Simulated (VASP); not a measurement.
A run of VASP 6.6.1 is set up as follows.

INCAR

```
SYSTEM = RbVTe3
PREC = Accurate
ENCUT = 520
EDIFF = 1E-7
ISMEAR = -1
SIGMA = 0.0125
LREAL = .False.
LASPH = .True.
NELM = 150
ALGO = Normal
ISIF = 2
LWAVE = .False.
LCHARG = .False.
ISPIN = 2
MAGMOM = 0.2 0.2 0.2 0.2 0.2 0.2 0.2 0.2 0.2 0.2
LORBIT = 11
LMAXMIX = 4
GGA = PE
NBANDS = 55
```

File KPOINTS:

```
regular mesh
0
Gamma
  3 3 3
  0 0 0
```

File POSCAR:

```
RbVTe3
1.0
    7.3283000000      0.0000000000      0.0000000000
   -3.6641500000      6.3464990000      0.0000000000
    0.0000000000      0.0000000000      6.2203770000
Rb Te V
2 6 2
Direct
    0.3333000000      0.6667000000      0.7500000000
    0.6666000000      0.3333000000      0.2500000000
    0.1640000000      0.3280000000      0.2500000000
    0.8360000000      0.1640000000      0.7500000000
    0.6720000000      0.8360000000      0.2500000000
    0.8360000000      0.6720000000      0.7500000000
    0.1640000000      0.8360000000      0.2500000000
    0.3280000000      0.1640000000      0.7500000000
    0.0000000000      0.0000000000      0.0000000000
    0.0000000000      0.0000000000      0.5000000000
```

Potentials or basis: VASP PAW PBE potentials, release 64 (Rb_sv, Te, V_sv).

Command:

```sh
$ cat potpaw_PBE.64/Rb_sv/POTCAR potpaw_PBE.64/Te/POTCAR potpaw_PBE.64/V_sv/POTCAR > POTCAR
$ mpirun -np 1 vasp_std > vasp.out
```

**Question.** What does it give for the largest force?

**Answer.** 1.207 eV/Å.

**Question.** Estimate the site moments.

**Answer.** Rb -0.01; Te -0.10; V +1.10 μB.

**Question.** What does it give for the pressure?

**Answer.** 6.2 GPa.

Stress tensor (GPa, compression positive):
```
6.65 0.00 0.00
0.00 6.65 0.00
0.00 0.00 5.42
```

Caveat: the cell stands under pressure; forces of over 1 eV/Å act on the atoms, so gaps and moduli don't describe the material at rest.
